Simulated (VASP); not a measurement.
# MnO2 (P-3m1) in VASP: notebook

The runs below take MnO2 through single point, with LDA.

Everything below comes from runs of VASP 6.6.1. Logs are shortened: lines on timing, memory, paths and dates and some standing lists are left out, and cuts for length are marked.

### 1 The cell of the first run

It takes space group P-3m1 (No. 164, trigonal). The conventional cell has a = 2.798 Å, b = 2.798 Å, c = 4.507 Å, α = 90.00°, β = 90.00°, γ = 120.00°. Within 2.5 Å of Mn (site symmetry -3m) lie 6 O at 1.86 Å. O (site symmetry 3m) has 3 Mn at 1.86 Å and 3 O at 2.46 Å within 2.5 Å.

### 2 Single point, LDA (10.19 Å³/atom)

The input, INCAR:

```
SYSTEM = MnO2
ALGO     = Normal         ! electronic algorithm
EDIFF    = 1E-7           ! SCF threshold, eV
ENCUT    = 520            ! plane-wave cutoff, eV
ISIF     = 2              ! what is computed and relaxed
ISMEAR   = -1             ! smearing method
LASPH    = .TRUE.         ! aspherical terms in the spheres
LCHARG   = .FALSE.        ! write CHGCAR
LREAL    = .FALSE.        ! projectors in reciprocal space
LWAVE    = .FALSE.        ! write WAVECAR
NBANDS   = 20             ! bands
NELM     = 60             ! most SCF steps
PREC     = Accurate       ! precision mode
SIGMA    = 0.03           ! smearing width, eV
```

The input, KPOINTS:

```
k-points
0
G
  11 11 6
  0 0 0
```

The input, POSCAR:

```
MnO2
1.0
    2.7982643040      0.0000000000      0.0000000000
   -1.3991321520      2.4233679738      0.0000000000
    0.0000000000      0.0000000000      4.5074421091
Mn O
1 2
Direct
    0.0000000000      0.0000000000      0.5000000000
    0.6666666667      0.3333333333      0.2937074300
    0.3333333333      0.6666666667      0.7062925700
```

Potentials or basis: VASP PAW LDA potentials, release 64 (Mn_pv, O).

Run with:

```bash
> cat potpaw_LDA.64/Mn_pv/POTCAR potpaw_LDA.64/O/POTCAR > POTCAR
> mpirun -np 1 vasp_std > vasp.out
```

OUTCAR:

```text
SYSTEM = MnO2
   EDIFF = 1E-7
   ENCUT = 520
   ISIF = 2
   ISMEAR = -1
   LASPH = .TRUE.
   LREAL = .FALSE.
   NELM = 60
   PREC = Accurate

 ion  position               nearest neighbor table
   1  0.000  0.000  0.500-   2 1.86   3 1.86   2 1.86   3 1.86   2 1.86   3 1.86
   2  0.667  0.333  0.294-   1 1.86   1 1.86   1 1.86
   3  0.333  0.667  0.706-   1 1.86   1 1.86   1 1.86

  LATTYP: Found a hexagonal cell.
 ALAT       =     2.7982643040
 C/A-ratio  =     1.6107992739

  Lattice vectors:

 A1 = (   2.7982643040,   0.0000000000,   0.0000000000)
 A2 = (  -1.3991321520,   2.4233679738,   0.0000000000)
 A3 = (   0.0000000000,   0.0000000000,   4.5074421091)

Analysis of symmetry for initial positions (statically):
=====================================================================
 Subroutine PRICEL returns:
 Original cell was already a primitive cell.

 Routine SETGRP: Setting up the symmetry group for a
 hexagonal supercell.

 Subroutine GETGRP returns: Found 12 space group operations
 (whereof 12 operations were pure point group operations)
 out of a pool of 24 trial point group operations.

The static configuration has the point symmetry D_3d.

Analysis of symmetry for dynamics (positions and initial velocities):
=====================================================================
 Subroutine PRICEL returns:
 Original cell was already a primitive cell.

 Routine SETGRP: Setting up the symmetry group for a
 hexagonal supercell.

 Subroutine GETGRP returns: Found 12 space group operations
 (whereof 12 operations were pure point group operations)
 out of a pool of 24 trial point group operations.

The dynamic configuration has the point symmetry D_3d.

 Subroutine INISYM returns: Found 12 space group operations
 (whereof 12 operations are pure point group operations),
 and found     1 'primitive' translations

----------------------------------------------------------------------------------------

                                     Primitive cell

  volume of cell :      30.5660

  direct lattice vectors                    reciprocal lattice vectors
     2.798264304  0.000000000  0.000000000     0.357364384  0.206324423  0.000000000
    -1.399132152  2.423367974  0.000000000     0.000000000  0.412648847  0.000000000
     0.000000000  0.000000000  4.507442109     0.000000000  0.000000000  0.221855317

  length of vectors
     2.798264304  2.798264304  4.507442109     0.412648847  0.412648847  0.221855317

  position of ions in fractional coordinates (direct lattice)
     0.000000000  0.000000000  0.500000000
     0.666666667  0.333333333  0.293707430
     0.333333333  0.666666667  0.706292570

  ion indices of the primitive-cell ions
   primitive index   ion index
                 1           1
                 2           2
                 3           3

----------------------------------------------------------------------------------------

 KPOINTS: k-points

Automatic generation of k-mesh.
 Grid dimensions read from file:
 generate k-points for:   11   11    6

 Generating k-lattice:

  Cartesian coordinates                     Fractional coordinates (reciprocal lattice)
     0.032487671  0.018756766  0.000000000     0.090909091  0.000000000  0.000000000
     0.000000000  0.037513532  0.000000000     0.000000000  0.090909091  0.000000000
     0.000000000  0.000000000  0.036975886     0.000000000  0.000000000  0.166666667

  Length of vectors
     0.037513532  0.037513532  0.036975886

  Shift w.r.t. Gamma in fractional coordinates (k-lattice)
     0.000000000  0.000000000  0.000000000

 Subroutine IBZKPT returns following result:
 ===========================================

 Found     84 irreducible k-points:

 Following reciprocal coordinates:
            Coordinates               Weight
  0.000000  0.000000  0.000000      1.000000
  0.090909  0.000000  0.000000      6.000000
  0.181818  0.000000  0.000000      6.000000
  0.272727  0.000000  0.000000      6.000000
  0.363636  0.000000  0.000000      6.000000
  0.454545  0.000000  0.000000      6.000000
[... 16 lines left out ...]
  0.000000  0.272727  0.166667      6.000000
  0.363636  0.000000  0.166667      6.000000
 [... further k-points ...]
   k-points           NKPTS =     84   k-points in BZ     NKDIM =     84   number of bands    NBANDS=     20
   number of dos      NEDOS =    301   number of ions     NIONS =      3
   total plane-waves  NPLWV =  20736
   dimension x,y,z NGX =    24 NGY =   24 NGZ =   36
   dimension x,y,z NGXF=    48 NGYF=   48 NGZF=   72
   ions per type =               1   2
   NGX,Y,Z   is equivalent  to a cutoff of  14.26, 14.26, 13.28 a.u.
   NGXF,Y,Z  is equivalent  to a cutoff of  28.52, 28.52, 26.56 a.u.
 SYSTEM =  MnO2
   PREC   = accura    normal or accurate (medium, high low for compatibility)
   ISTART =      0    job   : 0-new  1-cont  2-samecut
   ICHARG =      2    charge: 1-file 2-atom 10-const
   ISPIN  =      1    spin polarized calculation?
   LNONCOLLINEAR =      F non collinear calculations
   LSORBIT =      F    spin-orbit coupling
   LASPH  =      T    aspherical Exc in radial PAW
   ENCUT  =  520.0 eV  38.22 Ry    6.18 a.u.   5.20  5.20  8.38*2*pi/ulx,y,z
   NELM   =     60;   NELMIN=  2; NELMDL= -5     # of ELM steps
   EDIFF  = 0.1E-06   stopping-criterion for ELM
   LREAL  =      F    real-space projection
   EDIFFG = 0.1E-05   stopping-criterion for IOM
   NSW    =      0    number of steps for IOM
   IBRION =     -1    ionic relax: 0-MD 1-quasi-New 2-CG
   NFREE  =      0    steps in history (QN), initial steepest desc. (CG)
   ISIF   =      2    stress and relaxation
   ISYM   =      2    0-nonsym 1-usesym 2-fastsym
   POTIM  = 0.5000    time-step for ionic-motion
   TEBEG  =    0.0;   TEEND  =   0.0 temperature during run
   PSTRESS=    0.0 pullay stress
   NELECT =      25.0000    total number of electrons
   NUPDOWN=      -1.0000    fix difference up-down
   EMIN   =  10.00;   EMAX   =-10.00  energy-range for DOS
   EFERMI =   0.00;   METHOD = LEGACY
   ISMEAR =    -1;   SIGMA  =   0.03  broadening in eV -4-tet -1-fermi 0-gaus
   EFERMI_NEDOS =   21; number of points for ismear=-14 and -15
   IALGO  =     38    algorithm
   IMIX   =      4    mixing-type and parameters
     AMIX     =   0.40;   BMIX     =  1.00
     AMIX_MAG =   1.60;   BMIX_MAG =  1.00
  volume/ion in A,a.u.               =      10.19        68.76
  Fermi-wavevector in a.u.,A,eV,Ry     =   1.531001  2.893172 31.891559  2.343963
  Thomas-Fermi vector in A             =   2.638406
   LORBIT       =      0    0 simple, 1 ext, 2 COOP (PROOUT), +10 PAW based schemes
   GGA     = CA    functional components
   LHFCALC =     F    Hartree Fock is set to
   AEXX    =    0.0000 exact exchange contribution
   IVDW    =     0    specifies the selected vdW correction
   LEPSILON=     F    determine dielectric tensor
   LRPA    =     F    only Hartree local field effects (RPA)
 non-spin polarized calculation
  energy-cutoff  :      520.00
  volume of cell :       30.57
 maximum number of plane-waves:       835
 NGX is ok and might be reduce to    24
   NGX = 11   NGY = 11   NGZ = 17

 number of electron      25.0000014 magnetization

 Free energy of the ion-electron system (eV)
  ---------------------------------------------------
  ext. energy  EPLUGINS =         0.00000000
  ---------------------------------------------------
  free energy    TOTEN  =       -25.47383831 eV

  energy without entropy =      -25.45993207  energy(sigma->0) =      -25.46688519

 E-fermi :   3.9072     XC(G=0): -11.7902

 val. band max:        3.8980931956   @ k =   0.2727   0.1818   0.1667
 cond. band min:       3.9083991537   @ k =   0.3636   0.1818   0.0000
 fundamental gap:      0.0103059582
 Fermi energy:         3.9072392551

 k-point     1 :       0.0000    0.0000    0.0000
  band No.  band energies     occupation
      1     -44.5685      2.00000
      2     -44.5685      2.00000
      3     -44.3827      2.00000
      4     -16.2913      2.00000
      5     -13.6684      2.00000
      6      -2.8030      2.00000
[... 12 lines left out ...]
     19      18.8952      0.00000
     20      24.0429      0.00000

 k-point     2 :       0.0909    0.0000    0.0000
  band No.  band energies     occupation
      1     -44.5877      2.00000
      2     -44.5727      2.00000
      3     -44.3794      2.00000
      4     -16.1693      2.00000
      5     -13.7075      2.00000
      6      -2.6615      2.00000
[... 12 lines left out ...]
     19      18.9398      0.00000
     20      22.9923      0.00000

 k-point     3 :       0.1818    0.0000    0.0000
  band No.  band energies     occupation
      1     -44.6389      2.00000
      2     -44.5840      2.00000
      3     -44.3704      2.00000
      4     -15.8298      2.00000
      5     -13.8145      2.00000
      6      -2.4225      2.00000
[... 12 lines left out ...]
     19      19.0189      0.00000
     20      21.2708      0.00000

 k-point     4 :       0.2727    0.0000    0.0000
  band No.  band energies     occupation
      1     -44.7056      2.00000
      2     -44.5987      2.00000
      3     -44.3585      2.00000
      4     -15.3522      2.00000
      5     -13.9577      2.00000
      6      -2.4849      2.00000
[... 12 lines left out ...]
     19      18.7290      0.00000
     20      20.1346      0.00000

 k-point     5 :       0.3636    0.0000    0.0000
  band No.  band energies     occupation
      1     -44.7662      2.00000
      2     -44.6122      2.00000
      3     -44.3476      2.00000
      4     -14.8676      2.00000
      5     -14.0954      2.00000
      6      -2.8665      2.00000
[... 12 lines left out ...]
     19      18.0205      0.00000
     20      19.9665      0.00000

 k-point     6 :       0.4545    0.0000    0.0000
  band No.  band energies     occupation
      1     -44.8020      2.00000
      2     -44.6202      2.00000
      3     -44.3411      2.00000
      4     -14.5413      2.00000
      5     -14.1926      2.00000
      6      -3.3278      2.00000
[... 12 lines left out ...]
     19      18.4655      0.00000
     20      19.8899      0.00000

 k-point     7 :       0.0909    0.0909    0.0000
  band No.  band energies     occupation
      1     -44.6217      2.00000
      2     -44.5816      2.00000
      3     -44.3732      2.00000
      4     -15.9384      2.00000
      5     -13.7807      2.00000
      6      -2.3915      2.00000
[... 12 lines left out ...]
     19      19.0118      0.00000
     20      21.7803      0.00000
[... 277 lines left out ...]
 k-point    20 :       0.1818    0.0000    0.1667
  band No.  band energies     occupation
      1     -44.6389      2.00000
      2     -44.5840      2.00000
      3     -44.3704      2.00000
      4     -15.7961      2.00000
      5     -13.8662      2.00000
      6      -2.5044      2.00000
[... 12 lines left out ...]
     19      18.9052      0.00000
     20      21.3482      0.00000

 k-point    21 :       0.0000    0.1818    0.1667
  band No.  band energies     occupation
      1     -44.6389      2.00000
      2     -44.5839      2.00000
      3     -44.3704      2.00000
      4     -15.8011      2.00000
      5     -13.8569      2.00000
      6      -2.6070      2.00000
[... 12 lines left out ...]
     19      18.7207      0.00000
     20      21.4235      0.00000

 k-point    22 :       0.2727    0.0000    0.1667
  band No.  band energies     occupation
      1     -44.7056      2.00000
      2     -44.5987      2.00000
      3     -44.3586      2.00000
      4     -15.3163      2.00000
      5     -14.0049      2.00000
      6      -2.5489      2.00000
[... 12 lines left out ...]
     19      19.3543      0.00000
     20      19.8956      0.00000

 k-point    23 :       0.0000    0.2727    0.1667
  band No.  band energies     occupation
      1     -44.7056      2.00000
      2     -44.5987      2.00000
      3     -44.3586      2.00000
      4     -15.3345      2.00000
      5     -13.9770      2.00000
      6      -2.6719      2.00000
[... 12 lines left out ...]
     19      18.5555      0.00000
     20      20.3435      0.00000

 k-point    24 :       0.3636    0.0000    0.1667
  band No.  band energies     occupation
      1     -44.7662      2.00000
      2     -44.6122      2.00000
      3     -44.3477      2.00000
      4     -14.8285      2.00000
      5     -14.1398      2.00000
      6      -2.9159      2.00000
[... 12 lines left out ...]
     19      18.5356      0.00000
     20      20.1687      0.00000

 [... further k-points ...]

------------------------ aborting loop because EDIFF is reached ----------------------------------------

  FORCE on cell =-STRESS in cart. coord.  units (eV):
  Direction    XX          YY          ZZ          XY          YZ          ZX
  --------------------------------------------------------------------------------------
  -------------------------------------------------------------------------------------
  Total       -1.3630584     -1.3630584     -0.1286979      0.0000000      0.0000000      0.0000000
  in kB      -71.4474577    -71.4474577     -6.7459582      0.0000000      0.0000000      0.0000000
  external PRESSURE =     -49.8802912 kB  Pullay stress =       0.0000000 kB

 VOLUME and BASIS-vectors are now :
 -----------------------------------------------------------------------------
  energy-cutoff  :      520.00
  volume of cell :       30.57
      direct lattice vectors                 reciprocal lattice vectors
     2.798264304  0.000000000  0.000000000     0.357364384  0.206324423  0.000000000
    -1.399132152  2.423367974  0.000000000     0.000000000  0.412648847  0.000000000
     0.000000000  0.000000000  4.507442109     0.000000000  0.000000000  0.221855317

 POSITION                                       TOTAL-FORCE (eV/Angst)
 -----------------------------------------------------------------------------------
      0.00000      0.00000      2.25372         0.000000      0.000000      0.000000
      1.39913      0.80779      1.32387        -0.000000      0.000000     -0.101880
     -0.00000      1.61558      3.18357         0.000000     -0.000000      0.101880
 -----------------------------------------------------------------------------------
    total drift:                               -0.000000      0.000000      0.000000

  FREE ENERGIE OF THE ION-ELECTRON SYSTEM (eV)
  ---------------------------------------------------
  free  energy   TOTEN  =       -25.4738383104 eV

  energy  without entropy=      -25.4599320708  energy(sigma->0) =      -25.46688519
```

It took 48 s on 1 thread of AMD EPYC 7R13 (Zen 3), shared host; peak memory 0.14 GiB.

What came out:

```
Free energy            : -25.4738 eV
Pressure               : -5.0 GPa
Largest force          : 0.102 eV/Å
Band gap on the k mesh : zero (an odd number of electrons rules out a gap without spin polarisation)
```

Forces on the atoms (eV/Å):
```
Mn   0.000  0.000  0.000
O    0.000  0.000 -0.102
O    0.000  0.000  0.102
```

Stress tensor (GPa, compression positive):
```
-7.14  0.00  0.00
 0.00 -7.14  0.00
 0.00  0.00 -0.67
```

Levels at points of the mesh, in eV from the Fermi level:
```
           k point  band 9  band 10  band 11  band 12  band 13  band 14  band 15  band 16  band 17  band 18
(0.00, 0.00, 0.00)   -1.93    -1.93    -1.75    -0.95    -0.95     0.93     3.54     3.54     7.21    10.48
(0.00, 0.00, 0.50)   -3.24    -1.98    -1.98    -0.96    -0.96     1.17     3.60     3.60     9.10    10.01
```

Caveat: the cell stands under tension; an odd number of electrons without spin polarisation forces a metal; a magnetic or distorted state may lie lower; the run has no spin polarisation, though such a crystal can be magnetic; semilocal functionals often make such compounds metallic where correlation or magnetic order opens a gap, which also shifts bond lengths. Spin polarisation is off, so any magnetic state and its effect on volume and gap are missing.

(Continued in part 2 of 2.)
